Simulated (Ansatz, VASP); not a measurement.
## Ta in VASP and in Ansatz

The input POSCAR:

```
Ta
1.0
   -1.6512800000      1.6512800000      1.6512800000
    1.6512800000     -1.6512800000      1.6512800000
    1.6512800000      1.6512800000     -1.6512800000
Ta
1
Direct
    0.0000000000      0.0000000000      0.0000000000
```

INCAR.step1

```
SYSTEM = Ta
  ALGO = Normal
  EDIFF = 1E-4
  ENCUT = 600
  GGA = PE
  ISMEAR = 0
  LASPH = .TRUE.
  LCHARG = .FALSE.
  LREAL = .FALSE.
  LWAVE = .TRUE.
  NELM = 60
  PREC = Accurate
  SIGMA = 0.1
```

The input INCAR.step2:

```
SYSTEM = Ta
  ALGO = Normal
  EDIFF = 1E-6
  EDIFFG = -0.02
  ENCUT = 600
  IBRION = 2
  ISIF = 3
  ISMEAR = 0
  ISTART = 1
  LASPH = .TRUE.
  LCHARG = .FALSE.
  LMIXTAU = .TRUE.
  LREAL = .FALSE.
  LWAVE = .FALSE.
  METAGGA = R2SCAN
  NELM = 60
  NSW = 90
  PREC = Accurate
  SIGMA = 0.1
```

Contents of KPOINTS:

```
k-points
0
G
  16 16 16
  0 0 0
```

Input for Ansatz:

```yaml
crystal:
  lattice:
    - [-1.65128, 1.65128, 1.65128]
    - [1.65128, -1.65128, 1.65128]
    - [1.65128, 1.65128, -1.65128]
  atoms:
    - { symbol: Ta, position: [0.0, 0.0, 0.0] }
basis:
  ecutwfc: 500
kpoints:
  mp_grid: { grid: [16, 16, 16] }
hamiltonian:
  xc: r2scan
scf:
  occupations: { method: gaussian, width: 0.1 }
output:
  forces: true
  stress: true
  eigenvalues: true
relax:
  adjacent_minimum: "off"
  f_tol: 0.02
  max_steps: 70
  cell: { stress_tol: 0.1 }
```

Alike in both runs: task relaxation of cell and atoms; functional r2SCAN; k mesh 16 × 16 × 16; occupations gaussian, width 0.1 eV; no spin polarisation.

```csv
,VASP,Ansatz
version,VASP 6.6.1,Ansatz 0.2.0
potentials or method,"VASP PAW PBE potentials, release 64 (Ta_pv), cutoff 600 eV","scalar-relativistic, plane waves, PAW"
valence electrons in the cell,11,13
```

VASP gave:

- gap on the k mesh at the Fermi level, each at its own relaxed structure (eV): none
- relaxed volume (Å³/atom): 18.14
- relaxed length of the cell vector where the two differ most in proportion (Å): 2.867

Estimate Ansatz's values.

gap on the k mesh at the Fermi level, each at its own relaxed structure (eV): none; relaxed volume (Å³/atom): 18.09; relaxed length of the cell vector where the two differ most in proportion (Å): 2.864.

VASP's potentials were made for PBE, not for r2SCAN. A gap of «none» marks a metal or a gap that the smearing closes. VASP's potentials hold 11 valence electrons a cell and Ansatz's 13, so a difference there can come from the potentials and not from the codes.

Spin-orbit coupling is off throughout.
